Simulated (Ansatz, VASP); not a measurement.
Two plane-wave programs on TiO2

Contents of POSCAR:

```
TiO2
1.0
    2.6805548658     -2.7284128728     -0.0617389515
    2.6752617647      2.7231209861     -0.0543959535
   -2.7090875630      0.0090815493      4.8052823094
Ti O
2 4
Direct
    0.1219484995      0.8575515384      0.2362471605
    0.8755807488      0.1482181876      0.7558577591
    0.3540058329      0.0989456189      0.6738295210
    0.6731971283      0.9418963086      0.3216654504
    0.9681807552      0.6826863602      0.8467382601
    0.0640405078      0.3491038293      0.1745947979
```

Contents of INCAR.step1:

```
SYSTEM = TiO2
  ALGO = Normal
  EDIFF = 1E-5
  ENCUT = 910
  GGA = PE
  GGA_COMPAT = .FALSE.
  ISMEAR = 0
  LASPH = .TRUE.
  LCHARG = .FALSE.
  LREAL = .FALSE.
  LWAVE = .TRUE.
  NBANDS = 33
  NELM = 120
  PREC = Accurate
  SIGMA = 0.02
```

The input INCAR.step2:

```
SYSTEM = TiO2
  ALGO = Normal
  EDIFF = 1E-6
  ENCUT = 910
  GGA_COMPAT = .FALSE.
  ISIF = 2
  ISMEAR = 0
  ISTART = 1
  LASPH = .TRUE.
  LCHARG = .FALSE.
  LMIXTAU = .TRUE.
  LREAL = .FALSE.
  LWAVE = .FALSE.
  METAGGA = R2SCAN
  NBANDS = 33
  NELM = 120
  PREC = Accurate
  SIGMA = 0.02
```

Contents of KPOINTS:

```
k-points
0
G
  4 4 4
  0 0 0
```

Input for Ansatz:

```yaml
crystal:
  lattice:
    - [2.6805548658, -2.7284128728, -0.0617389515]
    - [2.6752617647, 2.7231209861, -0.0543959535]
    - [-2.709087563, 0.0090815493, 4.8052823094]
  atoms:
    - { symbol: Ti, position: [0.1219484995, 0.8575515384, 0.2362471605] }
    - { symbol: Ti, position: [0.8755807488, 0.1482181876, 0.7558577591] }
    - { symbol: O, position: [0.3540058329, 0.0989456189, 0.673829521] }
    - { symbol: O, position: [0.6731971283, 0.9418963086, 0.3216654504] }
    - { symbol: O, position: [0.9681807552, 0.6826863602, 0.8467382601] }
    - { symbol: O, position: [0.0640405078, 0.3491038293, 0.1745947979] }
basis:
  ecutwfc: 500
kpoints:
  mp_grid: { grid: [4, 4, 4] }
hamiltonian:
  xc: r2scan
scf:
  occupations: { method: gaussian, width: 0.02 }
output:
  forces: true
  stress: true
  eigenvalues: true
```

Change from the starting cell: kmesh displaced: [4, 4, 4] Gamma-centred.

Alike in both runs: task single point; functional r2SCAN; k mesh 4 × 4 × 4; occupations gaussian, width 0.02 eV; no spin polarisation.

```csv
,VASP,Ansatz
version,VASP 6.6.1,Ansatz 0.2.0
potentials or method,"VASP PAW PBE potentials, release 64 (Ti_sv, O_h), cutoff 910 eV","scalar-relativistic, plane waves, PAW"
valence electrons in the cell,48,48
```

```tsv
	VASP	Ansatz	Ansatz less VASP
gap on the k mesh at the Fermi level (eV)	2.59	2.56	-0.031
least direct gap on the mesh (eV)	3.01	2.98	-0.031
rms of the force components (eV/Å)	0.665	0.641	-0.0236
```

VASP's potentials were made for PBE, not for r2SCAN. Atom by atom the forces differ by 0.049 eV/Å (rms over components).

The k mesh is coarse, so the values compare programs but aren't converged. Noted on VASP's run: the cutoff is under 1.25 times that of the potentials, so the pressure is a little rough.
